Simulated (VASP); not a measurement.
Write the native input for VASP 6.6.1 that does the following.

| Item | Value |
| --- | --- |
| Task | single point |
| Functional | PBE |
| Potentials or basis | VASP PAW PBE potentials, release 64 (Mg, O) |
| Cutoff | 600 eV |
| k mesh | 3 × 3 × 3 |
| Occupations | gaussian, width 0.01 eV |
| Spin | no spin polarisation |
| Dipole correction | no |
| Further INCAR settings | ALGO = Normal; EDIFF = 1e-06; NBANDS = 11 |

The structure of MgO lies in POSCAR:

```
MgO
1.0
    0.0000000000      2.0711650200      2.0711650200
    2.0711650200      0.0000000000      2.0711650200
    2.0711650200      2.0711650200      0.0000000000
Mg O
1 1
Direct
    0.0000000000      0.0000000000      0.0000000000
    0.5000000000      0.5000000000      0.5000000000
```

These files were run (other wordings do the same):

INCAR

```
SYSTEM = MgO
PREC = Accurate ; ENCUT = 600
EDIFF = 1E-6 ; ISMEAR = 0
SIGMA = 0.01 ; LREAL = .FALSE.
LASPH = .TRUE. ; NELM = 120
ALGO = Normal ; ISIF = 2
LWAVE = .FALSE. ; LCHARG = .TRUE.
GGA = PE ; LELF = .TRUE.
LVHAR = .TRUE. ; NBANDS = 11
GGA_COMPAT = .FALSE.
```

KPOINTS

```
Automatic mesh
0
G
  3 3 3
  0 0 0
```

Potentials or basis: VASP PAW PBE potentials, release 64 (Mg, O).

Command:

```console
$ cat potpaw_PBE.64/Mg/POTCAR potpaw_PBE.64/O/POTCAR > POTCAR
$ mpirun -np 1 vasp_std > vasp.out
```

Results of the run:

```
Pressure               : 13.5 GPa
Band gap on the k mesh : 5.19 eV, direct
```

Caveat: the k points lie up to 0.88 Å⁻¹ apart.

Wall time 2.7 s on 1 thread of Intel(R) Xeon(R) Platinum 8375C CPU @ 2.90GHz (Ice Lake), on a shared host, peak memory 0.13 GiB.
